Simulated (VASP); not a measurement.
Set up this calculation in VASP 6.6.1, as the native input.

```
Task                   : single point
Functional             : PBE
Potentials or basis    : VASP PAW PBE potentials, release 64 (Al, Cu)
Cutoff                 : 520 eV
k mesh                 : 8 × 8 × 2
Occupations            : gaussian, width 0.2 eV
Spin                   : no spin polarisation
Dipole correction      : no
Further INCAR settings : ALGO = Fast; EDIFF = 1e-06; NBANDS = 34
```

The structure of Al5Cu3 lies in POSCAR:

```
Al5Cu3
1.0
    2.7690796441     -0.0002356251      0.0003215567
    0.0000961203      2.8116031020      0.0001922642
   -0.0003959357      0.0014444697     14.6852028606
Al Cu
5 3
Direct
    0.0004586423     -0.0000214576      0.8548812572
   -0.0000534781      0.0001136618      0.1450970835
   -0.0000211335     -0.0002504850      0.3811365413
    0.0004362384     -0.0001420440      0.6189176327
    0.4998514315      0.5007989709     -0.0000253012
    0.4991441055      0.5000809143      0.2630650855
    0.4998430391      0.4994333972      0.4999933323
    0.5003411548      0.4999870424      0.7369343687
```

The input as run:

INCAR

```
SYSTEM = Al5Cu3
  ALGO = Fast
  EDIFF = 1E-6
  ENCUT = 520
  GGA = PE
  ISIF = 2
  ISMEAR = 0
  LASPH = .True.
  LCHARG = .True.
  LELF = .True.
  LREAL = .False.
  LVHAR = .True.
  LWAVE = .False.
  NBANDS = 34
  NELM = 100
  PREC = Accurate
  SIGMA = 0.2
```

KPOINTS

```
k-points
0
Gamma
  8 8 2
  0 0 0
```

Potentials or basis: VASP PAW PBE potentials, release 64 (Al, Cu).

The run is started by

```sh
$ cat potpaw_PBE.64/Al/POTCAR potpaw_PBE.64/Cu/POTCAR > POTCAR
$ mpirun -np 1 vasp_std > vasp.out
```

Results of the run:

```
Pressure               : 0.2 GPa
Largest force          : 0.021 eV/Å
Band gap on the k mesh : zero (bands 24 and 25 overlap by 4.59 eV)
```

Wall time 3.5 min on 1 thread of Intel(R) Xeon(R) 6975P-C (Granite Rapids), with other jobs on the host, peak memory 0.37 GiB.
